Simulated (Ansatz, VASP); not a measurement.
## C: VASP beside Ansatz

INCAR

```
SYSTEM = C
ALGO     = Normal         ! electronic algorithm
EDIFF    = 1E-6           ! SCF threshold, eV
ENCUT    = 600            ! plane-wave cutoff, eV
GGA      = CA             ! functional
GGA_COMPAT= .FALSE.      
ISIF     = 2              ! what is computed and relaxed
ISMEAR   = 0              ! smearing method
LASPH    = .TRUE.         ! aspherical terms in the spheres
LCHARG   = .FALSE.        ! write CHGCAR
LREAL    = .FALSE.        ! projectors in reciprocal space
LWAVE    = .FALSE.        ! write WAVECAR
NBANDS   = 11             ! bands
NELM     = 120            ! most SCF steps
PREC     = Accurate       ! precision mode
SIGMA    = 0.1            ! smearing width, eV
```

File KPOINTS:

```
k-points
0
G
  8 8 8
  0 0 0
```

The input POSCAR:

```
C
1.0
    0.0000000000      1.7800000000      1.7800000000
    1.7800000000      0.0000000000      1.7800000000
    1.7800000000      1.7800000000      0.0000000000
C
2
Direct
    0.0000000000      0.0000000000      0.0000000000
    0.2500000000      0.2500000000      0.2500000000
```

Input for Ansatz:

```yaml
crystal:
  lattice:
    - [0.0, 1.78, 1.78]
    - [1.78, 0.0, 1.78]
    - [1.78, 1.78, 0.0]
  atoms:
    - { symbol: C, position: [0.0, 0.0, 0.0] }
    - { symbol: C, position: [0.25, 0.25, 0.25] }
basis:
  ecutwfc: 420
kpoints:
  mp_grid: { grid: [8, 8, 8] }
hamiltonian:
  xc: lda
  pseudopotentials: { kind: paw, azcp: { folder: soft_1 } }
scf:
  occupations: { method: gaussian, width: 0.1 }
output:
  forces: true
  stress: true
  eigenvalues: true
```

Alike in both runs: task single point; functional LDA; k mesh 8 × 8 × 8; occupations gaussian, width 0.1 eV; no spin polarisation.

|  | VASP | Ansatz |
| --- | --- | --- |
| version | VASP 6.6.1 | Ansatz 0.2.0 |
| potentials or method | VASP PAW LDA potentials, release 64 (C), cutoff 600 eV | scalar-relativistic, plane waves, PAW |
| valence electrons in the cell | 8 | 8 |

Ansatz gave:

- gap on the k mesh at the Fermi level (eV): 4.12
- least direct gap on the mesh (eV): 5.56
- pressure (GPa): -10.8

Question: Estimate VASP's values.

Answer: gap on the k mesh at the Fermi level (eV): 4.11; least direct gap on the mesh (eV): 5.56; pressure (GPa): -9.9.

Ansatz warns that its potentials were made for another functional, while VASP's fit it. LDA's correlation is that of Perdew and Zunger in VASP and of Perdew and Wang (1992) in Ansatz.
